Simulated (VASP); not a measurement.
Runs of VASP 6.6.1 on BaTe. The structure is that of space group Pm-3m (No. 221), or close to it. The cells are those of the table. 

```csv
task,cell,k mesh,cutoff (eV),k mesh for the DOS,occupations for the DOS,gap on the mesh (eV),pressure (GPa)
single point,"a = 5.845, b = 5.845, c = 4.134 Å, 4 atoms",6 × 6 × 8,520,-,-,0.47,(b)
single point,"a = 5.877, b = 5.877, c = 4.177 Å, 4 atoms",6 × 6 × 4,520,-,-,0.50,0.6
single point,"a = 5.805, b = 5.805, c = 4.105 Å, 4 atoms",6 × 6 × 8,520,-,-,0.40,(a)
single point,"a = 5.884, b = 5.884, c = 4.162 Å, angles 90.6, 90.0, 90.0°, 4 atoms",6 × 6 × 8,520,-,-,0.52,0.6
relaxation of cell and atoms,"relaxed from a = 5.877, b = 5.877, c = 4.177 Å, 4 atoms",6 × 6 × 8,600,-,-,0.57,0.0
single point,"a = 5.961, b = 5.961, c = 4.216 Å, 4 atoms",6 × 6 × 8,520,-,-,0.63,-0.8
single point,"a = 5.884, b = 5.884, c = 4.162 Å, 4 atoms",6 × 6 × 8,520,-,-,0.52,0.6
```

Alike in all rows: level PBEsol; potentials or basis VASP PAW PBE potentials, release 64 (Ba_sv, Te); no spin polarisation; smearing gaussian 0.05 eV.

Task: Fill in the values left out.

Result: (a) 2.3; (b) 1.4.

Caveats: the PAW data sets were made with another functional, which shifts forces and pressure a little; spin-orbit coupling is left out, which moves the levels of the heavy elements.

A k mesh can miss the band edges, and the runs leave out spin-orbit coupling on Ba, Te.
